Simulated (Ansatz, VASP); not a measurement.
# HgH3: VASP beside Ansatz

```
CELL_PARAMETERS angstrom
2.83948 0.00000 0.00000
-1.41974 2.45906 0.00000
0.00000 0.00000 6.11700
ATOMIC_POSITIONS crystal
Hg 0.00000 0.00000 0.00000
H 0.81758 0.18242 0.50000
H 0.81758 0.63516 0.50000
H 0.36484 0.18242 0.50000
```

Alike in both runs: functional PBE; k mesh 18 × 18 × 8; occupations gaussian, width 0.1 eV; no spin polarisation.

Ansatz relaxed the structure, and its values are those at the end. VASP's run is a single point on that final structure, the one shown.

|  | VASP | Ansatz |
| --- | --- | --- |
| version | VASP 6.6.1 | Ansatz 0.2.0 |
| potentials or method | VASP PAW PBE potentials, release 64 (Hg, H), cutoff 520 eV | scalar-relativistic, plane waves, PAW |
| valence electrons in the cell | 15 | 23 |

|  | VASP | Ansatz | Ansatz less VASP |
| --- | --- | --- | --- |
| gap on the k mesh at the Fermi level (eV) | none | none | - |
| pressure (GPa) | 0.3 | 0.0 | -0.26 |
| rms of the force components (eV/Å) | 0.005 | 0.000 | -0.0043 |

A gap of «none» marks a metal or a gap that the smearing closes. With one functional, cell and mesh, what is left measures potentials, basis and numerics. VASP's potentials hold 15 valence electrons a cell and Ansatz's 23, so a difference there can come from the potentials and not from the codes.

Spin-orbit coupling is off throughout.
